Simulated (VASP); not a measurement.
A run of VASP 6.6.1 is set up as follows.

Contents of INCAR:

```
SYSTEM = Pd
PREC = Accurate
ENCUT = 520
EDIFF = 1E-7
ISMEAR = -1
SIGMA = 0.1
LREAL = .FALSE.
LASPH = .TRUE.
NELM = 80
ALGO = Normal
ISIF = 2
LWAVE = .FALSE.
LCHARG = .TRUE.
GGA = CA
LELF = .TRUE.
LVHAR = .TRUE.
NBANDS = 22
```

KPOINTS

```
Automatic mesh
0
G
  9 9 14
  0 0 0
```

The input POSCAR:

```
Pd
1.0
    4.3841719083      0.0000000000      0.0000000000
   -2.1920859542      3.7968042471      0.0000000000
    0.0000000000      0.0000000000      2.6079710407
Pd
3
Direct
    0.0000000000      0.0000000000      0.0000000000
    0.3333333333      0.6666666667      0.5000000000
    0.6666666667      0.3333333333      0.5000000000
```

Potentials or basis: VASP PAW LDA potentials, release 64 (Pd).

The run is started by

```bash
$ cat potpaw_LDA.64/Pd/POTCAR > POTCAR
$ mpirun -np 1 vasp_std > vasp.out
```

Problem. Predict the pressure.

Solution. 0.3 GPa.

Problem. Predict the band gap on the k mesh.

Solution. Zero (bands 15 and 16 overlap by 1.03 eV).

Stress tensor (GPa, compression positive):
```
0.06 0.00 0.00
0.00 0.06 0.00
0.00 0.00 0.69
```
